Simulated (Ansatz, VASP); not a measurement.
One calculation of YNbTl, two programs

The input INCAR:

```
ALGO = Normal
EDIFF = 1E-7
ENCUT = 520
GGA = PE
ISIF = 2
ISMEAR = 0
ISPIN = 2
LASPH = T
LCHARG = T
LELF = T
LMAXMIX = 4
LORBIT = 11
LREAL = F
LVHAR = T
LWAVE = F
MAGMOM = 0 0 1 1 0 0
NBANDS = 50
NELM = 150
PREC = Accurate
SIGMA = 0.1
```

File KPOINTS:

```
k-points
0
Gamma
  4 4 4
```

The input POSCAR:

```
YNbTl
1.0
    4.5412051314      0.0000000000      0.0000000000
    0.0000000000      4.5412051314      0.0000000000
    0.0000000000      0.0000000000      7.3833366631
Y Nb Tl
2 2 2
Direct
    0.0000000000      0.5000000000      0.6888933771
    0.5000000000      0.0000000000      0.3111066229
    0.0000000000      0.5000000000      0.2725113455
    0.5000000000      0.0000000000      0.7274886545
    0.0000000000      0.0000000000      0.0000000000
    0.5000000000      0.5000000000      0.0000000000
```

Input for Ansatz:

```yaml
crystal:
  lattice:
    - [4.5412051314, 0.0, 0.0]
    - [0.0, 4.5412051314, 0.0]
    - [0.0, 0.0, 7.3833366631]
  atoms:
    - { symbol: "Y", position: [0.0, 0.5, 0.6888933771] }
    - { symbol: "Y", position: [0.5, 0.0, 0.3111066229] }
    - { symbol: Nb, position: [0.0, 0.5, 0.2725113455], spin: 1.0 }
    - { symbol: Nb, position: [0.5, 0.0, 0.7274886545], spin: 1.0 }
    - { symbol: Tl, position: [0.0, 0.0, 0.0] }
    - { symbol: Tl, position: [0.5, 0.5, 0.0] }
basis:
  ecutwfc: 420
kpoints:
  mp_grid: { grid: [4, 4, 4] }
hamiltonian:
  xc: pbe
scf:
  occupations: { method: gaussian, width: 0.1 }
  lower_state_search: "off"
output:
  forces: true
  stress: true
  eigenvalues: true
  populations: true
magnetization:
  spin_polarized: true
```

Change from the starting cell: species swapped into the LaCoSi type (P4/nmm, No. 129).

Alike in both runs: task single point; functional PBE; k mesh 4 × 4 × 4; occupations gaussian, width 0.1 eV; collinear spin.

|  | VASP | Ansatz |
| --- | --- | --- |
| version | VASP 6.6.1 | Ansatz 0.2.0 |
| potentials or method | VASP PAW PBE potentials, release 64 (Y_sv, Nb_sv, Tl_d), cutoff 520 eV | scalar-relativistic, plane waves, PAW |
| valence electrons in the cell | 74 | 74 |

Ansatz gave:

```
gap on the k mesh at the Fermi level (eV)                     : none
pressure (GPa)                                                : 0.0
net moment per atom (μB)                                      : 0.06
size of the moment on the site where the two differ most (μB) : 0.15
```

Task: What did VASP give for the same quantities?

Result: gap on the k mesh at the Fermi level (eV): none; pressure (GPa): -0.1; net moment per atom (μB): 0.06; size of the moment on the site where the two differ most (μB): 0.14.

Site moments also hang on the region over which each program counts them. A gap of «none» marks a metal or a gap that the smearing closes. With one functional, cell and mesh, what is left measures potentials, basis and numerics.

Neither program's run includes spin-orbit coupling.
